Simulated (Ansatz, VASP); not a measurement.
**Two plane-wave programs on Al6W**

```xyz
7
Lattice="5.6350 0.0000 0.0000 0.0000 5.6350 0.0000 0.0000 0.0000 3.7404" Properties=species:S:1:pos:R:3 pbc="T T T"
Al    4.2717    4.2717    0.6037
Al    1.3634    1.3634    0.6037
Al    1.3634    4.2717    0.6037
Al    4.2717    1.3634    0.6037
Al    2.8175    0.0000    2.4737
Al    0.0000    2.8175    2.4737
W     2.8175    2.8175    2.4732
```

Alike in both runs: functional PBE; k mesh 4 × 4 × 4; occupations gaussian, width 0.1 eV; no spin polarisation.

Ansatz relaxed the structure, and its values are those at the end. VASP's run is a single point on that final structure, the one shown.

```csv
,VASP,Ansatz
version,VASP 6.6.1,Ansatz 0.2.0
potentials or method,"VASP PAW PBE potentials, release 64 (Al, W_sv), cutoff 500 eV","scalar-relativistic, plane waves, PAW"
valence electrons in the cell,32,32
```

```csv
,VASP,Ansatz,Ansatz less VASP
gap on the k mesh at the Fermi level (eV),none,none,-
pressure (GPa),0.0,0.0,+0.03
```

A gap of «none» marks a metal or a gap that the smearing closes. With one functional, cell and mesh, what is left measures potentials, basis and numerics.

The k mesh is coarse, so the values compare programs but aren't converged. Spin-orbit coupling is off throughout.
